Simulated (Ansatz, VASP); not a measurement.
Hf: VASP beside Ansatz

```xyz
1
Lattice="2.4171 0.0000 0.0000 0.0000 2.4171 0.0000 0.0000 0.0000 2.4171" Properties=species:S:1:pos:R:3 pbc="T T T"
Hf    0.0000    0.0000    0.0000
```

Change from the starting cell: volume scaled by 0.6, PAW files.

Alike in both runs: task single point; functional PBEsol; k mesh 13 × 13 × 13; occupations fermi-dirac, width 0.08 eV; no spin polarisation.

|  | VASP | Ansatz |
| --- | --- | --- |
| version | VASP 6.6.1 | Ansatz 0.2.0 |
| potentials or method | VASP PAW PBE potentials, release 64 (Hf_pv) | PAW with Ansatz's default frozen-core files, scalar-relativistic |
| plane-wave cutoff (eV) | 500 | 420 |
| valence electrons in the cell | 10 | 26 |

```csv
,VASP,Ansatz,Ansatz less VASP
pressure (GPa),105.2,107.4,+2.21
```

VASP's potentials were made for PBE, not for PBEsol. Both programs put the cell under a high pressure, so it lies far from rest at this level. With one functional, cell and mesh, what is left measures potentials, basis and numerics. VASP's potentials hold 10 valence electrons a cell and Ansatz's 26, so a difference there can come from the potentials and not from the codes.

Neither program's run includes spin-orbit coupling. Noted on VASP's run: the cell as given lies far from equilibrium.
